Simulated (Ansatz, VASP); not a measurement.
One calculation of Be3CdSe4, two programs

```
Be Cd Se
1.0
     5.44484    0.00000    0.00000
     0.00000    5.44484    0.00000
     0.00000    0.00000    5.44484
Be Cd Se
3 1 4
Direct
  0.50000 0.50000 0.00000
  0.50000 0.00000 0.50000
  0.00000 0.50000 0.50000
  0.00000 0.00000 0.00000
  0.27260 0.27260 0.72740
  0.27260 0.72740 0.27260
  0.72740 0.72740 0.72740
  0.72740 0.27260 0.27260
```

Change from the starting cell: species swapped into the VFe3Si4 type (R3, No. 146).

Alike in both runs: functional PBE; k mesh 4 × 4 × 4; occupations gaussian, width 0.02 eV; no spin polarisation.

Ansatz relaxed the structure, and its values are those at the end. VASP's run is a single point on that final structure, the one shown.

```csv
,VASP,Ansatz
version,VASP 6.6.1,Ansatz 0.2.0
potentials or method,"VASP PAW PBE potentials, release 64 (Be, Cd, Se), cutoff 600 eV","scalar-relativistic, plane waves, PAW"
valence electrons in the cell,42,90
```

|  | VASP | Ansatz | Ansatz less VASP |
| --- | --- | --- | --- |
| gap on the k mesh at the Fermi level (eV) | 2.62 | 2.61 | -0.005 |
| least direct gap on the mesh (eV) | 2.62 | 2.61 | -0.005 |
| pressure (GPa) | 0.2 | 0.0 | -0.22 |
| rms of the force components (eV/Å) | 0.012 | 0.001 | -0.0107 |

VASP's potentials hold 42 valence electrons a cell and Ansatz's 90, so a difference there can come from the potentials and not from the codes.
